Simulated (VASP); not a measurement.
# Sb (Im-3m) in VASP: further runs

Runs on Sb. Level: PBEsol. Tasks: single point.

All numbers are computed with VASP 6.6.1; they aren't measurements. Logs are shortened: lines on timing, memory, paths and dates and some standing lists are left out, and cuts for length are marked.

**1. The cell of the first run**

Symmetry: Im-3m, No. 229, cubic system. The conventional cell has a = 3.666 Å, b = 3.666 Å, c = 3.666 Å, α = 90.00°, β = 90.00°, γ = 90.00°. Within 4.2 Å of Sb (site symmetry m-3m) lie 14 Sb at 3.18 to 3.67 Å.

**2. Single point, PBEsol (volume scaled by 0.94)**

File INCAR:

```
SYSTEM = Sb
PREC     = Accurate       ! precision mode
ENCUT    = 520            ! plane-wave cutoff, eV
EDIFF    = 1E-7           ! SCF threshold, eV
ISMEAR   = -1             ! smearing method
SIGMA    = 0.05           ! smearing width, eV
LREAL    = .FALSE.        ! projectors in reciprocal space
LASPH    = .TRUE.         ! aspherical terms in the spheres
NELM     = 80             ! most SCF steps
ALGO     = Normal         ! electronic algorithm
ISIF     = 2              ! what is computed and relaxed
LWAVE    = .FALSE.        ! write WAVECAR
LCHARG   = .FALSE.        ! write CHGCAR
GGA      = PS             ! functional
NBANDS   = 8              ! bands
```

File KPOINTS:

```
regular mesh
0
G
  10 10 10
  0 0 0
```

File POSCAR:

```
Sb
1.0
   -1.8331395369      1.8331395369      1.8331395369
    1.8331395369     -1.8331395369      1.8331395369
    1.8331395369      1.8331395369     -1.8331395369
Sb
1
Direct
    0.0000000000      0.0000000000      0.0000000000
```

Potentials or basis: VASP PAW PBE potentials, release 64 (Sb).

Command:

```sh
$ cat potpaw_PBE.64/Sb/POTCAR > POTCAR
$ mpirun -np 1 vasp_std > vasp.out
```

OUTCAR:

```text
SYSTEM = Sb
   PREC = Accurate
   ENCUT = 520
   EDIFF = 1E-7
   ISMEAR = -1
   LREAL = .FALSE.
   LASPH = .TRUE.
   NELM = 80
   ISIF = 2
   GGA = PS

 ion  position               nearest neighbor table
   1  0.000  0.000  0.000-

  LATTYP: Found a body centered cubic cell.
 ALAT       =     3.6662790738

  Lattice vectors:

 A1 = (  -1.8331395369,   1.8331395369,   1.8331395369)
 A2 = (   1.8331395369,  -1.8331395369,   1.8331395369)
 A3 = (   1.8331395369,   1.8331395369,  -1.8331395369)

Analysis of symmetry for initial positions (statically):
=====================================================================
 Subroutine PRICEL returns:
 Original cell was already a primitive cell.

 Routine SETGRP: Setting up the symmetry group for a
 body centered cubic supercell.

 Subroutine GETGRP returns: Found 48 space group operations
 (whereof 48 operations were pure point group operations)
 out of a pool of 48 trial point group operations.

The static configuration has the point symmetry O_h .

Analysis of symmetry for dynamics (positions and initial velocities):
=====================================================================
 Subroutine PRICEL returns:
 Original cell was already a primitive cell.

 Routine SETGRP: Setting up the symmetry group for a
 body centered cubic supercell.

 Subroutine GETGRP returns: Found 48 space group operations
 (whereof 48 operations were pure point group operations)
 out of a pool of 48 trial point group operations.

The dynamic configuration has the point symmetry O_h .

 Subroutine INISYM returns: Found 48 space group operations
 (whereof 48 operations are pure point group operations),
 and found     1 'primitive' translations

----------------------------------------------------------------------------------------

                                     Primitive cell

  volume of cell :      24.6403

  direct lattice vectors                    reciprocal lattice vectors
    -1.833139537  1.833139537  1.833139537     0.000000000  0.272756105  0.272756105
     1.833139537 -1.833139537  1.833139537     0.272756105  0.000000000  0.272756105
     1.833139537  1.833139537 -1.833139537     0.272756105  0.272756105  0.000000000

  length of vectors
     3.175090815  3.175090815  3.175090815     0.385735383  0.385735383  0.385735383

  position of ions in fractional coordinates (direct lattice)
     0.000000000  0.000000000  0.000000000

  ion indices of the primitive-cell ions
   primitive index   ion index
                 1           1

----------------------------------------------------------------------------------------

 KPOINTS: regular mesh

Automatic generation of k-mesh.
 Grid dimensions read from file:
 generate k-points for:   10   10   10

 Generating k-lattice:

  Cartesian coordinates                     Fractional coordinates (reciprocal lattice)
     0.000000000  0.027275610  0.027275610     0.100000000  0.000000000  0.000000000
     0.027275610  0.000000000  0.027275610     0.000000000  0.100000000  0.000000000
     0.027275610  0.027275610  0.000000000     0.000000000  0.000000000  0.100000000

  Length of vectors
     0.038573538  0.038573538  0.038573538

  Shift w.r.t. Gamma in fractional coordinates (k-lattice)
     0.000000000  0.000000000  0.000000000

 Subroutine IBZKPT returns following result:
 ===========================================

 Found     47 irreducible k-points:

 Following reciprocal coordinates:
            Coordinates               Weight
  0.000000  0.000000  0.000000      1.000000
  0.100000  0.000000  0.000000     12.000000
  0.200000  0.000000  0.000000     12.000000
  0.300000  0.000000  0.000000     12.000000
  0.400000  0.000000  0.000000     12.000000
  0.500000  0.000000  0.000000      6.000000
[... 16 lines left out ...]
  0.300000  0.300000  0.100000      8.000000
 -0.300000  0.300000  0.100000     24.000000
 [... further k-points ...]
   k-points           NKPTS =     47   k-points in BZ     NKDIM =     47   number of bands    NBANDS=      8
   number of dos      NEDOS =    301   number of ions     NIONS =      1
   total plane-waves  NPLWV =  13824
   dimension x,y,z NGX =    24 NGY =   24 NGZ =   24
   dimension x,y,z NGXF=    48 NGYF=   48 NGZF=   48
   ions per type =               1
   NGX,Y,Z   is equivalent  to a cutoff of  12.57, 12.57, 12.57 a.u.
   NGXF,Y,Z  is equivalent  to a cutoff of  25.13, 25.13, 25.13 a.u.
 SYSTEM =  Sb
   PREC   = accura    normal or accurate (medium, high low for compatibility)
   ISTART =      0    job   : 0-new  1-cont  2-samecut
   ICHARG =      2    charge: 1-file 2-atom 10-const
   ISPIN  =      1    spin polarized calculation?
   LNONCOLLINEAR =      F non collinear calculations
   LSORBIT =      F    spin-orbit coupling
   LASPH  =      T    aspherical Exc in radial PAW
   ENCUT  =  520.0 eV  38.22 Ry    6.18 a.u.   5.90  5.90  5.90*2*pi/ulx,y,z
   NELM   =     80;   NELMIN=  2; NELMDL= -5     # of ELM steps
   EDIFF  = 0.1E-06   stopping-criterion for ELM
   LREAL  =      F    real-space projection
   EDIFFG = 0.1E-05   stopping-criterion for IOM
   NSW    =      0    number of steps for IOM
   IBRION =     -1    ionic relax: 0-MD 1-quasi-New 2-CG
   NFREE  =      0    steps in history (QN), initial steepest desc. (CG)
   ISIF   =      2    stress and relaxation
   ISYM   =      2    0-nonsym 1-usesym 2-fastsym
   POTIM  = 0.5000    time-step for ionic-motion
   TEBEG  =    0.0;   TEEND  =   0.0 temperature during run
   PSTRESS=    0.0 pullay stress
   NELECT =       5.0000    total number of electrons
   NUPDOWN=      -1.0000    fix difference up-down
   EMIN   =  10.00;   EMAX   =-10.00  energy-range for DOS
   EFERMI =   0.00;   METHOD = LEGACY
   ISMEAR =    -1;   SIGMA  =   0.05  broadening in eV -4-tet -1-fermi 0-gaus
   EFERMI_NEDOS =   21; number of points for ismear=-14 and -15
   IALGO  =     38    algorithm
   IMIX   =      4    mixing-type and parameters
     AMIX     =   0.40;   BMIX     =  1.00
     AMIX_MAG =   1.60;   BMIX_MAG =  1.00
  volume/ion in A,a.u.               =      24.64       166.28
  Fermi-wavevector in a.u.,A,eV,Ry     =   0.962017  1.817948 12.591869  0.925476
  Thomas-Fermi vector in A             =   2.091439
   LORBIT       =      0    0 simple, 1 ext, 2 COOP (PROOUT), +10 PAW based schemes
   GGA     = PS    functional components
   LHFCALC =     F    Hartree Fock is set to
   AEXX    =    0.0000 exact exchange contribution
   IVDW    =     0    specifies the selected vdW correction
   LEPSILON=     F    determine dielectric tensor
   LRPA    =     F    only Hartree local field effects (RPA)
 non-spin polarized calculation
  energy-cutoff  :      520.00
  volume of cell :       24.64
 maximum number of plane-waves:       682
   NGX = 11   NGY = 11   NGZ = 11

 number of electron       5.0000001 magnetization

 Free energy of the ion-electron system (eV)
  ---------------------------------------------------
  ext. energy  EPLUGINS =         0.00000000
  ---------------------------------------------------
  free energy    TOTEN  =        -4.35314162 eV

  energy without entropy =       -4.34380875  energy(sigma->0) =       -4.34847519

 E-fermi :   9.4967     XC(G=0): -10.7167

 val. band max:        9.4886586974   @ k =   0.3000   0.1000   0.1000
 cond. band min:       9.5000633531   @ k =  -0.4000   0.4000   0.3000
 fundamental gap:      0.0114046556
 Fermi energy:         9.4966965052

 k-point     1 :       0.0000    0.0000    0.0000
  band No.  band energies     occupation
      1      -4.0765      2.00000
      2      15.7237      0.00000
      3      15.7237      0.00000
      4      15.7237      0.00000
      5      20.4652      0.00000
      6      20.4652      0.00000
      7      20.4652      0.00000
      8      21.3822      0.00000

 k-point     2 :       0.1000    0.0000    0.0000
  band No.  band energies     occupation
      1      -3.8487      2.00000
      2      14.0273      0.00000
      3      14.9634      0.00000
      4      15.4921      0.00000
      5      19.1851      0.00000
      6      19.2836      0.00000
      7      20.7938      0.00000
      8      21.4260      0.00000

 k-point     3 :       0.2000    0.0000    0.0000
  band No.  band energies     occupation
      1      -3.1680      2.00000
      2      10.8602      0.00000
      3      13.6126      0.00000
      4      14.8882      0.00000
      5      17.8571      0.00000
      6      18.0964      0.00000
      7      20.8004      0.00000
      8      21.9785      0.00000

 k-point     4 :       0.3000    0.0000    0.0000
  band No.  band energies     occupation
      1      -2.0505      2.00000
      2       7.6674      2.00000
      3      12.4345      0.00000
      4      14.2018      0.00000
      5      16.9502      0.00000
      6      17.2459      0.00000
      7      21.5628      0.00000
      8      22.7754      0.00000

 k-point     5 :       0.4000    0.0000    0.0000
  band No.  band energies     occupation
      1      -0.5784      2.00000
      2       4.8822      2.00000
      3      11.6682      0.00000
      4      13.7031      0.00000
      5      16.4233      0.00000
      6      16.7377      0.00000
      7      22.8103      0.00000
      8      23.8746      0.00000
[... 177 lines left out ...]
 k-point    22 :      -0.2000    0.2000    0.1000
  band No.  band energies     occupation
      1      -2.9415      2.00000
      2      10.9618      0.00000
      3      12.8399      0.00000
      4      13.6905      0.00000
      5      17.4408      0.00000
      6      19.1573      0.00000
      7      19.8107      0.00000
      8      22.5574      0.00000

 k-point    23 :       0.3000    0.3000    0.1000
  band No.  band energies     occupation
      1       1.5332      2.00000
      2       5.5332      2.00000
      3       5.5332      2.00000
      4       9.5765      0.33731
      5      21.7313      0.00000
      6      23.3069      0.00000
      7      23.3069      0.00000
      8      25.9784      0.00000

 k-point    24 :      -0.3000    0.3000    0.1000
  band No.  band energies     occupation
      1      -1.8267      2.00000
      2       7.8472      2.00000
      3      11.6865      0.00000
      4      13.1406      0.00000
      5      17.3957      0.00000
      6      18.2999      0.00000
      7      19.5481      0.00000
      8      24.9860      0.00000

 [... further k-points ...]
[... 5 lines left out ...]
  --------------------------------------------------------------------------------------
  -------------------------------------------------------------------------------------
  Total        0.7322618      0.7322618      0.7322618      0.0000000      0.0000000      0.0000000
  in kB       47.6135317     47.6135317     47.6135317      0.0000000      0.0000000      0.0000000
  external PRESSURE =      47.6135317 kB  Pullay stress =       0.0000000 kB

 VOLUME and BASIS-vectors are now :
 -----------------------------------------------------------------------------
  energy-cutoff  :      520.00
  volume of cell :       24.64
      direct lattice vectors                 reciprocal lattice vectors
    -1.833139537  1.833139537  1.833139537     0.000000000  0.272756105  0.272756105
     1.833139537 -1.833139537  1.833139537     0.272756105  0.000000000  0.272756105
     1.833139537  1.833139537 -1.833139537     0.272756105  0.272756105  0.000000000

 POSITION                                       TOTAL-FORCE (eV/Angst)
 -----------------------------------------------------------------------------------
      0.00000      0.00000      0.00000         0.000000     -0.000000      0.000000
 -----------------------------------------------------------------------------------
    total drift:                                0.000000      0.000000      0.000000

  FREE ENERGIE OF THE ION-ELECTRON SYSTEM (eV)
  ---------------------------------------------------
  free  energy   TOTEN  =        -4.3531416164 eV

  energy  without entropy=       -4.3438087548  energy(sigma->0) =       -4.34847519
```

Run time: 3.2 s. Hardware: 1 thread of Intel Xeon Platinum 8488C (Sapphire Rapids), shared host; peak memory 0.13 GiB.

Results:

```
Free energy : -4.3531 eV
Pressure    : 4.8 GPa
```

Caveat: the PAW data sets were made with another functional, which shifts forces and pressure a little; spin-orbit coupling is left out, which moves the levels of the heavy elements.

**3. Single point, PBEsol (volume scaled by 0.96)**

File INCAR:

```
SYSTEM = Sb
PREC = Accurate
ENCUT = 520
EDIFF = 1E-6
ISMEAR = -1
SIGMA = 0.05
LREAL = .False.
LASPH = .True.
NELM = 80
ALGO = Normal
ISIF = 2
LWAVE = .False.
LCHARG = .False.
GGA = PS
NBANDS = 8
```

File KPOINTS:

```
Automatic mesh
0
Gamma
  10 10 10
  0 0 0
```

File POSCAR:

```
Sb
1.0
   -1.8460493956      1.8460493956      1.8460493956
    1.8460493956     -1.8460493956      1.8460493956
    1.8460493956      1.8460493956     -1.8460493956
Sb
1
Direct
    0.0000000000      0.0000000000      0.0000000000
```

Potentials or basis: VASP PAW PBE potentials, release 64 (Sb).

Command:

```sh
$ cat potpaw_PBE.64/Sb/POTCAR > POTCAR
$ mpirun -np 1 vasp_std > vasp.out
```

OUTCAR:

```text
SYSTEM = Sb
   PREC = Accurate
   ENCUT = 520
   EDIFF = 1E-6
   ISMEAR = -1
   LREAL = .False.
   LASPH = .True.
   NELM = 80
   ISIF = 2
   GGA = PS

 ion  position               nearest neighbor table
   1  0.000  0.000  0.000-

  LATTYP: Found a body centered cubic cell.
 ALAT       =     3.6920987912

  Lattice vectors:

 A1 = (  -1.8460493956,   1.8460493956,   1.8460493956)
 A2 = (   1.8460493956,  -1.8460493956,   1.8460493956)
 A3 = (   1.8460493956,   1.8460493956,  -1.8460493956)

Analysis of symmetry for initial positions (statically):
[... 432 lines left out ...]
      1      -1.9884      2.00000
      2       7.5578      2.00000
      3      11.3411      0.00000
      4      12.7670      0.00000
      5      17.0302      0.00000
      6      17.9481      0.00000
      7      19.1779      0.00000
      8      24.5560      0.00000

 [... further k-points ...]
[... 5 lines left out ...]
  --------------------------------------------------------------------------------------
  -------------------------------------------------------------------------------------
  Total        0.4725486      0.4725486      0.4725486      0.0000000      0.0000000      0.0000000
  in kB       30.0861857     30.0861857     30.0861857      0.0000000      0.0000000      0.0000000
  external PRESSURE =      30.0861857 kB  Pullay stress =       0.0000000 kB

 VOLUME and BASIS-vectors are now :
 -----------------------------------------------------------------------------
  energy-cutoff  :      520.00
  volume of cell :       25.16
      direct lattice vectors                 reciprocal lattice vectors
    -1.846049396  1.846049396  1.846049396     0.000000000  0.270848657  0.270848657
     1.846049396 -1.846049396  1.846049396     0.270848657  0.000000000  0.270848657
     1.846049396  1.846049396 -1.846049396     0.270848657  0.270848657  0.000000000

 POSITION                                       TOTAL-FORCE (eV/Angst)
 -----------------------------------------------------------------------------------
      0.00000      0.00000      0.00000        -0.000000     -0.000000      0.000000
 -----------------------------------------------------------------------------------
    total drift:                                0.000000     -0.000000      0.000000

  FREE ENERGIE OF THE ION-ELECTRON SYSTEM (eV)
  ---------------------------------------------------
  free  energy   TOTEN  =        -4.3658239863 eV

  energy  without entropy=       -4.3565191613  energy(sigma->0) =       -4.36117157
```

Wall time 3.3 s (1 thread of Intel Xeon Platinum 8488C (Sapphire Rapids), shared host); peak memory 0.13 GiB.

Results:

```yaml
Free_energy: -4.3658 eV
Pressure: 3.0 GPa
```

Caveat: the PAW data sets were made with another functional, which shifts forces and pressure a little; spin-orbit coupling is left out, which moves the levels of the heavy elements.

**4. Single point, PBEsol (volume scaled by 1.04)**

File INCAR:

```
ALGO     = Normal         # electronic algorithm
EDIFF    = 1E-6           # SCF threshold, eV
ENCUT    = 520            # plane-wave cutoff, eV
GGA      = PS             # functional
ISIF     = 2              # what is computed and relaxed
ISMEAR   = -1             # smearing method
LASPH    = True           # aspherical terms in the spheres
LCHARG   = False          # write CHGCAR
LREAL    = False          # projectors in reciprocal space
LWAVE    = False          # write WAVECAR
NBANDS   = 8              # bands
NELM     = 100            # most SCF steps
PREC     = Accurate       # precision mode
SIGMA    = 0.05           # smearing width, eV
```

File KPOINTS:

```
k-points
0
Gamma
  10 10 10
```

File POSCAR:

```
Sb
1.0
   -1.8959666167      1.8959666167      1.8959666167
    1.8959666167     -1.8959666167      1.8959666167
    1.8959666167      1.8959666167     -1.8959666167
Sb
1
Direct
    0.0000000000      0.0000000000      0.0000000000
```

Command:

```sh
$ cat potpaw_PBE.64/Sb/POTCAR > POTCAR
$ mpirun -np 1 vasp_std > vasp.out
```

It took 3.4 s on 1 thread of Intel Xeon Platinum 8488C (Sapphire Rapids), shared host; peak memory 0.13 GiB.

It converged, with:

```yaml
Free_energy: -4.3670 eV
Pressure: -2.5 GPa
```

Levels at points of the mesh, in eV from the Fermi level:
```tsv
k point	band 1	band 2	band 3	band 4	band 5	band 6
(0.00, 0.00, 0.00)	-12.74	5.41	5.41	5.41	10.57	10.57
(0.50, 0.00, 0.00)	-8.78	-5.51	1.68	3.70	6.38	6.94
(0.50, 0.50, 0.50)	-5.64	-1.95	-1.95	-1.95	2.99	2.99
```

Caveat: the PAW data sets were made with another functional, which shifts forces and pressure a little; spin-orbit coupling is left out, which moves the levels of the heavy elements.

**5. The runs side by side**

| cell | gap on the mesh (eV) | pressure (GPa) |
| --- | --- | --- |
| a = 3.175 Å, angles 109.5°, 1 atom | none | 4.8 |
| a = 3.197 Å, angles 109.5°, 1 atom | none | 3.0 |
| a = 3.284 Å, angles 109.5°, 1 atom | none | -2.5 |

Alike in all rows: task single point; level PBEsol; potentials or basis VASP PAW PBE potentials, release 64 (Sb); no spin polarisation; k mesh 10 × 10 × 10; cutoff (eV) 520; smearing fermi-dirac 0.05 eV.

Caveats: the PAW data sets were made with another functional, which shifts forces and pressure a little; spin-orbit coupling is left out, which moves the levels of the heavy elements.

Total energies depend on the potentials used, so only differences within one code and one set of settings carry meaning.
